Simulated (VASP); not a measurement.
# BAs (F-43m) in VASP: settings compared

The runs below take BAs through single point, with PBE-based screened hybrid, RPBE, HSE06, BLYP+D4.

Program: VASP 6.6.1. These are calculated values, not measurements. Logs are shortened: lines on timing, memory, paths and dates and some standing lists are left out, and cuts for length are marked.

## (1) The cell of the first run

Symmetry: F-43m, No. 216, cubic system. The conventional cell has a = 4.777 Å, b = 4.777 Å, c = 4.777 Å, α = 90.00°, β = 90.00°, γ = 90.00°. Within 2.7 Å of As (site symmetry -43m) lie 4 B at 2.07 Å. B (site symmetry -43m) has 4 As at 2.07 Å within 2.7 Å.

## (2) Single point, PBE-based screened hybrid

POSCAR reads:

```
BAs
1.0
    0.0000000000      2.3885000000      2.3885000000
    2.3885000000      0.0000000000      2.3885000000
    2.3885000000      2.3885000000      0.0000000000
As B
1 1
Direct
    0.7500000000      0.7500000000      0.7500000000
    0.0000000000      0.0000000000      0.0000000000
```

INCAR.step1 reads:

```
SYSTEM = BAs
PREC     = Accurate       ! precision mode
ENCUT    = 520            ! plane-wave cutoff, eV
EDIFF    = 1E-5           ! SCF threshold, eV
ISMEAR   = -1             ! smearing method
SIGMA    = 0.05           ! smearing width, eV
LREAL    = .FALSE.        ! projectors in reciprocal space
LASPH    = .TRUE.         ! aspherical terms in the spheres
NELM     = 100            ! most SCF steps
ALGO     = Normal         ! electronic algorithm
ISIF     = 2              ! what is computed and relaxed
LWAVE    = .TRUE.         ! write WAVECAR
LCHARG   = .FALSE.        ! write CHGCAR
GGA      = PE             ! functional
NBANDS   = 11             ! bands
```

INCAR.step2 reads:

```
SYSTEM = BAs
PREC     = Accurate       ! precision mode
ENCUT    = 520            ! plane-wave cutoff, eV
EDIFF    = 1E-6           ! SCF threshold, eV
ISMEAR   = -1             ! smearing method
SIGMA    = 0.05           ! smearing width, eV
LREAL    = .FALSE.        ! projectors in reciprocal space
LASPH    = .TRUE.         ! aspherical terms in the spheres
NELM     = 100            ! most SCF steps
ALGO     = Normal         ! electronic algorithm
ISIF     = 2              ! what is computed and relaxed
LWAVE    = .FALSE.        ! write WAVECAR
LCHARG   = .FALSE.        ! write CHGCAR
GGA      = PE             ! functional
LHFCALC  = .TRUE.         ! exact exchange
AEXX     = 0.25           ! exact-exchange fraction
HFSCREEN = 0.3            ! screening, 1/A
PRECFOCK = Normal       
ISTART   = 1            
NBANDS   = 11             ! bands
```

KPOINTS reads:

```
Automatic mesh
0
G
  5 5 5
  0 0 0
```

Potentials or basis: VASP PAW PBE potentials, release 64 (As, B).

Launch:

```sh
cat potpaw_PBE.64/As/POTCAR potpaw_PBE.64/B/POTCAR > POTCAR
cp INCAR.step1 INCAR
mpirun -np 1 vasp_std > vasp.out
cp INCAR.step2 INCAR
mpirun -np 1 vasp_std > vasp.out
```

OUTCAR:

```text
SYSTEM = BAs
   PREC = Accurate
   ENCUT = 520
   EDIFF = 1E-6
   ISMEAR = -1
   LREAL = .FALSE.
   LASPH = .TRUE.
   NELM = 100
   ISIF = 2
   GGA = PE
   LHFCALC = .TRUE.
   AEXX = 0.25
   HFSCREEN = 0.3
   PRECFOCK = Normal
   ISTART = 1

 ion  position               nearest neighbor table
   1  0.750  0.750  0.750-   2 2.07   2 2.07   2 2.07   2 2.07
   2  0.000  0.000  0.000-   1 2.07   1 2.07   1 2.07   1 2.07

  LATTYP: Found a face centered cubic cell.
 ALAT       =     4.7770000000

  Lattice vectors:

 A1 = (   0.0000000000,   2.3885000000,   2.3885000000)
 A2 = (   2.3885000000,   0.0000000000,   2.3885000000)
 A3 = (   2.3885000000,   2.3885000000,   0.0000000000)

Analysis of symmetry for initial positions (statically):
=====================================================================
 Subroutine PRICEL returns:
 Original cell was already a primitive cell.

 Routine SETGRP: Setting up the symmetry group for a
 face centered cubic supercell.

 Subroutine GETGRP returns: Found 24 space group operations
 (whereof 24 operations were pure point group operations)
 out of a pool of 48 trial point group operations.

The static configuration has the point symmetry T_d .

Analysis of symmetry for dynamics (positions and initial velocities):
=====================================================================
 Subroutine PRICEL returns:
 Original cell was already a primitive cell.

 Routine SETGRP: Setting up the symmetry group for a
 face centered cubic supercell.

 Subroutine GETGRP returns: Found 24 space group operations
 (whereof 24 operations were pure point group operations)
 out of a pool of 48 trial point group operations.

The dynamic configuration has the point symmetry T_d .

 Subroutine INISYM returns: Found 24 space group operations
 (whereof 24 operations are pure point group operations),
 and found     1 'primitive' translations

----------------------------------------------------------------------------------------

                                     Primitive cell

  volume of cell :      27.2525

  direct lattice vectors                    reciprocal lattice vectors
     0.000000000  2.388500000  2.388500000    -0.209336404  0.209336404  0.209336404
     2.388500000  0.000000000  2.388500000     0.209336404 -0.209336404  0.209336404
     2.388500000  2.388500000  0.000000000     0.209336404  0.209336404 -0.209336404
[... 83 lines left out ...]
   EFERMI =   0.00;   METHOD = LEGACY
   ISMEAR =    -1;   SIGMA  =   0.05  broadening in eV -4-tet -1-fermi 0-gaus
   EFERMI_NEDOS =   21; number of points for ismear=-14 and -15
   IALGO  =     38    algorithm
   IMIX   =      1    mixing-type and parameters
     AMIX     =   0.40;   BMIX     =  1.00
     AMIX_MAG =   1.60;   BMIX_MAG =  1.00
  volume/ion in A,a.u.               =      13.63        91.95
  Fermi-wavevector in a.u.,A,eV,Ry     =   1.088018  2.056057 16.106360  1.183784
  Thomas-Fermi vector in A             =   2.224191
   LORBIT       =      0    0 simple, 1 ext, 2 COOP (PROOUT), +10 PAW based schemes
   GGA     = PE    functional components
   LHFCALC =     T    Hartree Fock is set to
   PRECFOCK=normal    Normal, Fast or Accurate (Low or Medium for compatibility)
   ENCUT4O =  -1.0   cutoff for four orbital integrals eV
   NKREDX  =     1    reduce k-point grid by
   NKREDY  =     1    reduce k-point grid by
   NKREDZ  =     1    reduce k-point grid by
   AEXX    =    0.2500 exact exchange contribution
   HFSCREEN=    0.3000 screening length (either q_TF or 0.3 A-1)
   HFSCREENC=   0.3000 screening length for correlation (either q_TF or 0.3 A-1)
   ENCUTFOCK=  -1.0 apply spherical cutoff to Coloumb kernel
   IVDW    =     0    specifies the selected vdW correction
   LEPSILON=     F    determine dielectric tensor
   LRPA    =     F    only Hartree local field effects (RPA)
 non-spin polarized calculation
  energy-cutoff  :      520.00
  volume of cell :       27.25
 maximum number of plane-waves:       745
 NGX is ok and might be reduce to    28
  NGX = 20; NGY = 20; NGZ = 20

 number of electron       8.0000000 magnetization

 Free energy of the ion-electron system (eV)
  ---------------------------------------------------
  ext. energy  EPLUGINS =         0.00000000
  ---------------------------------------------------
  free energy    TOTEN  =       -12.86198534 eV

  energy without entropy =      -12.86198533  energy(sigma->0) =      -12.86198533

 E-fermi :   6.6282     XC(G=0):  -8.8997

 val. band max:        5.8087034306   @ k =   0.0000   0.0000   0.0000
 cond. band min:       7.4829978993   @ k =   0.4000   0.4000   0.0000
 fundamental gap:      1.6742944686
 Fermi energy:         6.6281534917

 k-point     1 :       0.0000    0.0000    0.0000
  band No.  band energies     occupation
      1     -11.0201      2.00000
      2       5.8087      2.00000
      3       5.8087      2.00000
      4       5.8087      2.00000
      5       9.7474      0.00000
      6       9.7474      0.00000
      7       9.7474      0.00000
      8      11.4849      0.00000
      9      16.2395      0.00000
     10      19.6376      0.00000
     11      19.6376      0.00000
[... 113 lines left out ...]
 k-point    10 :      -0.4000    0.4000    0.2000
  band No.  band energies     occupation
      1      -6.8919      2.00000
      2      -2.5503      2.00000
      3      -0.0657      2.00000
      4       1.3489      2.00000
      5      10.9405      0.00000
      6      11.8790      0.00000
      7      12.7543      0.00000
      8      16.6149      0.00000
      9      17.9757      0.00000
     10      21.0796      0.00000
     11      23.7391      0.00000

------------------------ aborting loop because EDIFF is reached ----------------------------------------

  FORCE on cell =-STRESS in cart. coord.  units (eV):
  Direction    XX          YY          ZZ          XY          YZ          ZX
  --------------------------------------------------------------------------------------
  -------------------------------------------------------------------------------------
  Total       -0.0131705     -0.0131705     -0.0131705     -0.0000000      0.0000000     -0.0000000
  in kB       -0.7742940     -0.7742940     -0.7742940     -0.0000000      0.0000000     -0.0000000
  external PRESSURE =      -0.7742940 kB  Pullay stress =       0.0000000 kB

 VOLUME and BASIS-vectors are now :
 -----------------------------------------------------------------------------
  energy-cutoff  :      520.00
  volume of cell :       27.25
      direct lattice vectors                 reciprocal lattice vectors
     0.000000000  2.388500000  2.388500000    -0.209336404  0.209336404  0.209336404
     2.388500000  0.000000000  2.388500000     0.209336404 -0.209336404  0.209336404
     2.388500000  2.388500000  0.000000000     0.209336404  0.209336404 -0.209336404

 POSITION                                       TOTAL-FORCE (eV/Angst)
 -----------------------------------------------------------------------------------
      3.58275      3.58275      3.58275         0.000000      0.000000      0.000000
      0.00000      0.00000      0.00000        -0.000000     -0.000000     -0.000000
 -----------------------------------------------------------------------------------
    total drift:                               -0.000000     -0.000000      0.000000

  FREE ENERGIE OF THE ION-ELECTRON SYSTEM (eV)
  ---------------------------------------------------
  free  energy   TOTEN  =       -12.8619853373 eV

  energy  without entropy=      -12.8619853308  energy(sigma->0) =      -12.86198533
```

OUTCAR.step1:

```text
SYSTEM = BAs
   PREC = Accurate
   ENCUT = 520
   EDIFF = 1E-5
   ISMEAR = -1
   LREAL = .FALSE.
[... 345 lines left out ...]
      3.58275      3.58275      3.58275         0.000000      0.000000      0.000000
      0.00000      0.00000      0.00000        -0.000000     -0.000000     -0.000000
 -----------------------------------------------------------------------------------
    total drift:                                0.000000      0.000000      0.000000

  FREE ENERGIE OF THE ION-ELECTRON SYSTEM (eV)
  ---------------------------------------------------
  free  energy   TOTEN  =       -11.3504465782 eV

  energy  without entropy=      -11.3504458599  energy(sigma->0) =      -11.35044622
```

OSZICAR.step1:

```text
N       E                     dE             d eps       ncg     rms          rms(c)
DAV:   1     0.881702869878E+01    0.88170E+01   -0.37534E+03   220   0.642E+02
DAV:   2    -0.113650573412E+02   -0.20182E+02   -0.19021E+02   322   0.986E+01
DAV:   3    -0.120014235261E+02   -0.63637E+00   -0.63472E+00   271   0.155E+01
DAV:   4    -0.120031551559E+02   -0.17316E-02   -0.17316E-02   250   0.925E-01
DAV:   5    -0.120031577646E+02   -0.26087E-05   -0.26093E-05   264   0.389E-02    0.496E+00
DAV:   6    -0.114181241653E+02    0.58503E+00   -0.16269E+00   238   0.517E+00    0.241E+00
DAV:   7    -0.113568762980E+02    0.61248E-01   -0.19374E-01   253   0.216E+00    0.990E-01
DAV:   8    -0.113499191340E+02    0.69572E-02   -0.21258E-02   241   0.830E-01    0.103E-01
DAV:   9    -0.113502645081E+02   -0.34537E-03   -0.78958E-04   244   0.163E-01    0.615E-02
DAV:  10    -0.113504403139E+02   -0.17581E-03   -0.21340E-04   237   0.891E-02    0.122E-02
DAV:  11    -0.113504465782E+02   -0.62644E-05   -0.56486E-06   237   0.160E-02
   1 F= -.11350447E+02 E0= -.11350446E+02  d E =-.718317E-06
```

Wall time 3.3 min (1 thread of Intel Xeon Platinum 8559C (Emerald Rapids), shared host); peak memory 0.26 GiB.

Results:

```yaml
Free_energy: -12.8620 eV
Pressure: -0.1 GPa
Band_gap_on_the_k_mesh: 1.67 eV, indirect (least direct gap 3.94 eV)
```

Caveat: the k points lie up to 0.46 Å⁻¹ apart; the PAW data sets were made with another functional, which shifts forces and pressure a little. A k mesh can miss the band edges.

## (3) Single point, RPBE

INCAR reads:

```
PREC = Accurate ; ENCUT = 520
EDIFF = 1E-7 ; ISMEAR = 0
SIGMA = 0.02 ; LREAL = F
LASPH = T ; NELM = 80
ALGO = Normal ; ISIF = 2
LWAVE = F ; LCHARG = F
GGA = RP ; NBANDS = 11
```

KPOINTS reads:

```
regular mesh
0
Gamma
  10 10 10
```

POSCAR is that of step 2.

Potentials or basis: VASP PAW PBE potentials, release 64 (As, B).

Launch:

```sh
cat potpaw_PBE.64/As/POTCAR potpaw_PBE.64/B/POTCAR > POTCAR
mpirun -np 1 vasp_std > vasp.out
```

Wall time 14 s (1 thread of Intel Xeon Platinum 8488C (Sapphire Rapids), shared host); peak memory 0.16 GiB.

The run converged. Its results:

```yaml
Free_energy: -10.7272 eV
Pressure: 6.0 GPa
Band_gap_on_the_k_mesh: 1.21 eV, indirect (least direct gap 3.28 eV)
```

Levels at points of the mesh, in eV from the valence-band top:
```
           k point  band 2  band 3  band 4  band 5  band 6  band 7
(0.00, 0.00, 0.00)    0.00    0.00    0.00    3.28    3.28    3.28
(0.50, 0.00, 0.00)   -8.80   -1.83   -1.83    2.71    4.78    4.78
(0.50, 0.50, 0.00)   -8.57   -4.09   -4.09    1.44    1.50   11.43
```

Caveat: the PAW data sets were made with another functional, which shifts forces and pressure a little. A k mesh can miss the band edges.

## (4) Single point, HSE06

POSCAR is that of step 3.

INCAR.step1 reads:

```
SYSTEM = BAs
ALGO = Normal
EDIFF = 1E-5
ENCUT = 520
GGA = PE
ISIF = 2
ISMEAR = -1
LASPH = .TRUE.
LCHARG = .FALSE.
LREAL = .FALSE.
LWAVE = .TRUE.
NBANDS = 11
NELM = 100
PREC = Accurate
SIGMA = 0.05
```

INCAR.step2 reads:

```
SYSTEM = BAs
ALGO = Normal
EDIFF = 1E-7
ENCUT = 520
GGA = PE
HFSCREEN = 0.2079
ISIF = 2
ISMEAR = -1
ISTART = 1
LASPH = .TRUE.
LCHARG = .FALSE.
LHFCALC = .TRUE.
LREAL = .FALSE.
LWAVE = .FALSE.
NBANDS = 11
NELM = 100
PREC = Accurate
PRECFOCK = Normal
SIGMA = 0.05
```

KPOINTS reads:

```
k-points
0
G
  5 5 5
  0 0 0
```

Launch:

```sh
cat potpaw_PBE.64/As/POTCAR potpaw_PBE.64/B/POTCAR > POTCAR
cp INCAR.step1 INCAR
mpirun -np 1 vasp_std > vasp.out
cp INCAR.step2 INCAR
mpirun -np 1 vasp_std > vasp.out
```

Wall time 2.8 min (1 thread of Intel Xeon Platinum 8488C (Sapphire Rapids), shared host); peak memory 0.26 GiB.

The run converged. Its results:

```yaml
Free_energy: -13.2080 eV
Pressure: -0.4 GPa
Band_gap_on_the_k_mesh: 1.85 eV, indirect (least direct gap 4.12 eV)
```

Levels at points of the mesh, in eV from the valence-band top:
```
           k point  band 1  band 2  band 3  band 4  band 5  band 6  band 7  band 8  band 9
(0.00, 0.00, 0.00)  -16.95    0.00    0.00    0.00    4.12    4.12    4.12    5.89   10.63
```

Caveat: the k points lie up to 0.46 Å⁻¹ apart; the PAW data sets were made with another functional, which shifts forces and pressure a little. A k mesh can miss the band edges.

## (5) Single point, BLYP+D4

This run uses another cell than the first one, of 13.51 Å³/atom, 0.992 times its volume.

INCAR reads:

```
PREC = Accurate
ENCUT = 520
EDIFF = 1E-7
ISMEAR = -1
SIGMA = 0.05
LREAL = False
LASPH = True
NELM = 60
ALGO = Normal
ISIF = 2
LWAVE = False
LCHARG = False
GGA = B5
ALDAX = 1.0
AGGAX = 1.0
AGGAC = 1.0
ALDAC = 0.0
IVDW = 13
VDW_S6 = 1.0
VDW_S8 = 2.34076671
VDW_A1 = 0.44488865
VDW_A2 = 4.0933009
NBANDS = 11
```

KPOINTS reads:

```
regular mesh
0
Gamma
  10 10 10
```

POSCAR reads:

```
BAs
1.0
    0.0000000000      2.3819522805      2.3819522805
    2.3819522805      0.0000000000      2.3819522805
    2.3819522805      2.3819522805      0.0000000000
As B
1 1
Direct
    0.7500000000      0.7500000000      0.7500000000
    0.0000000000      0.0000000000      0.0000000000
```

Launch:

```sh
cat potpaw_PBE.64/As/POTCAR potpaw_PBE.64/B/POTCAR > POTCAR
mpirun -np 1 vasp_std > vasp.out
```

Run time: 21 s. Hardware: 1 thread of Intel Xeon Platinum 8488C (Sapphire Rapids), shared host; peak memory 0.15 GiB.

Results (log left out):

- Free energy: -11.4768 eV
- Pressure: 0.9 GPa
- Band gap on the k mesh: 1.40 eV, indirect (least direct gap 3.38 eV)
- Dispersion energy per atom: -0.733 eV

Levels at points of the mesh, in eV from the valence-band top:
```
           k point  band 1  band 2  band 3  band 4  band 5  band 6  band 7  band 8  band 9
(0.00, 0.00, 0.00)  -15.38    0.00    0.00    0.00    3.38    3.38    3.38    4.78   10.01
(0.50, 0.00, 0.00)  -12.53   -8.70   -1.81   -1.81    2.84    4.94    4.94    9.14   12.96
(0.50, 0.50, 0.00)  -11.23   -8.46   -4.04   -4.04    1.66    1.69   11.39   11.39   12.95
```

Caveat: the PAW data sets were made with another functional, which shifts forces and pressure a little.

## (6) Overview

| level | cell | k mesh | smearing | grid for exact exchange (PRECFOCK) | share of exact exchange | screening parameter | gap on the mesh (eV) | pressure (GPa) |
| --- | --- | --- | --- | --- | --- | --- | --- | --- |
| PBE-based screened hybrid | a = 3.378 Å, angles 60.0°, 2 atoms | 5 × 5 × 5 | fermi-dirac 0.05 eV | Normal | 0.25 | 0.3 1/Å | 1.67 | -0.1 |
| RPBE | a = 3.378 Å, angles 60.0°, 2 atoms | 10 × 10 × 10 | gaussian 0.02 eV | - | - | - | 1.21 | 6.0 |
| HSE06 | a = 3.378 Å, angles 60.0°, 2 atoms | 5 × 5 × 5 | fermi-dirac 0.05 eV | Normal | - | 0.2079 1/Å | 1.85 | -0.4 |
| BLYP+D4 | a = 3.369 Å, angles 60.0°, 2 atoms | 10 × 10 × 10 | fermi-dirac 0.05 eV | - | - | - | 1.40 | 0.9 |

Alike in all rows: task single point; potentials or basis VASP PAW PBE potentials, release 64 (As, B); no spin polarisation; cutoff (eV) 520.

Caveats: some runs use coarse meshes; the PAW data sets were made with another functional, which shifts forces and pressure a little.

Total energies depend on the potentials used, so only differences within one code and one set of settings carry meaning.
